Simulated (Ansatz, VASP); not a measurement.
I in VASP and in Ansatz

```
I
1.0
     0.00000    2.60059    2.60059
     2.60059    0.00000    2.60059
     2.60059    2.60059    0.00000
I
1
Cartesian
  0.0000 0.0000 0.0000
```

Alike in both runs: functional PBE; k mesh 14 × 14 × 14; occupations fermi-dirac, width 0.08 eV; no spin polarisation.

Ansatz relaxed the structure, and its values are those at the end. VASP's run is a single point on that final structure, the one shown.

|  | VASP | Ansatz |
| --- | --- | --- |
| version | VASP 6.6.1 | Ansatz 0.2.0 |
| potentials or method | VASP PAW PBE potentials, release 64 (I) | PAW with Ansatz's default frozen-core files, scalar-relativistic |
| plane-wave cutoff (eV) | 520 | 420 |
| valence electrons in the cell | 7 | 17 |

```csv
,VASP,Ansatz,Ansatz less VASP
pressure (GPa),0.0,0.0,+0.05
```

The functional is the same, so the differences come from potentials, cutoffs and numerics. VASP's potentials hold 7 valence electrons a cell and Ansatz's 17, so a difference there can come from the potentials and not from the codes.

Spin-orbit coupling is off throughout.
